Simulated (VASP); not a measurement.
A run of VASP 6.6.1:

Contents of INCAR:

```
PREC = Accurate ; ENCUT = 600
EDIFF = 1E-6 ; ISMEAR = 0
SIGMA = 0.1 ; LREAL = F
LASPH = T ; NELM = 60
ALGO = Normal ; ISIF = 3
LWAVE = F ; LCHARG = F
GGA = PE ; IBRION = 2
NSW = 100 ; EDIFFG = -0.005
```

KPOINTS

```
Automatic mesh
0
Gamma
  8 8 8
```

Contents of POSCAR:

```
CoSi
1.0
    4.4380000000      0.0000000000      0.0000000000
    0.0000000000      4.4380000000      0.0000000000
    0.0000000000      0.0000000000      4.4380000000
Co Si
4 4
Direct
    0.1400000000      0.1400000000      0.1400000000
    0.3600000000      0.8600000000      0.6400000000
    0.6400000000      0.3600000000      0.8600000000
    0.8600000000      0.6400000000      0.3600000000
    0.8430000000      0.8430000000      0.8430000000
    0.6570000000      0.1570000000      0.3430000000
    0.3430000000      0.6570000000      0.1570000000
    0.1570000000      0.3430000000      0.6570000000
```

Potentials or basis: VASP PAW PBE potentials, release 64 (Co, Si).

Launch:

```console
$ cat potpaw_PBE.64/Co/POTCAR potpaw_PBE.64/Si/POTCAR > POTCAR
$ mpirun -np 1 vasp_std > vasp.out
```

Hardware: 1 thread of Intel Xeon 8259CL, on a shared host.

Task: Estimate the wall time of this run.

Result: Wall time 16 min on 1 thread of Intel Xeon 8259CL (shared host), peak memory 0.29 GiB. Counts: scf iterations 54, k points 45, ion steps 7.
